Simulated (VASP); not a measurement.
Ba:

```xyz
2
Lattice="0.0000 4.3860 4.3860 4.3860 0.0000 4.3860 4.3860 4.3860 0.0000" Properties=species:S:1:pos:R:3 pbc="T T T"
Ba    1.0965    1.0965    1.0965
Ba    7.6755    7.6755    7.6755
```

This isn't the form of Ba at room conditions, which is bcc.

```yaml
Program: VASP 6.6.1
Task: relaxation of cell and atoms
Functional: PBE
Potentials_or_basis: VASP PAW PBE potentials, release 64 (Ba_sv)
Cutoff: 600 eV
k_mesh: 6 × 6 × 6
Occupations: fermi-dirac, width 0.1 eV
Spin: no spin polarisation
```

At the start: pressure -0.1 GPa; volume 84.37 Å³/atom.

Q: Where does the relaxation end?

A: Over 9 steps the energy falls by 28.7 meV/atom and the volume is 60.83 Å³/atom (-27.9 %); space group Fd-3m (No. 227, to 0.1 Å) before and after.

The path:
| step | energy change (eV) | largest force (eV/Å) | pressure (GPa) | volume (Å³) |
| --- | --- | --- | --- | --- |
| 1 | 0.0000 | 0.0000 | -0.11 | 168.75 |
| 2 | -0.0010 | 0.0000 | -0.11 | 167.29 |
| 3 | -0.0039 | 0.0000 | -0.10 | 162.96 |
| 4 | -0.0102 | 0.0000 | -0.14 | 154.53 |
| 5 | -0.0337 | 0.0000 | -0.31 | 138.54 |
| 6 | -0.0332 | 0.0000 | 0.82 | 109.96 |
| 7 | -0.0512 | 0.0000 | -0.23 | 128.78 |
| 8 | -0.0568 | 0.0000 | 0.09 | 119.12 |
| 9 | -0.0573 | 0.0000 | -0.02 | 121.67 |

Final structure:
```
Ba
1.0
     0.00000    3.93293    3.93293
     3.93293    0.00000    3.93293
     3.93293    3.93293    0.00000
Ba
2
Cartesian
  0.9832 0.9832 0.9832
  6.8826 6.8826 6.8826
```

Caveat: the volume moved by over 15 % at a fixed basis, so the end points are rough.
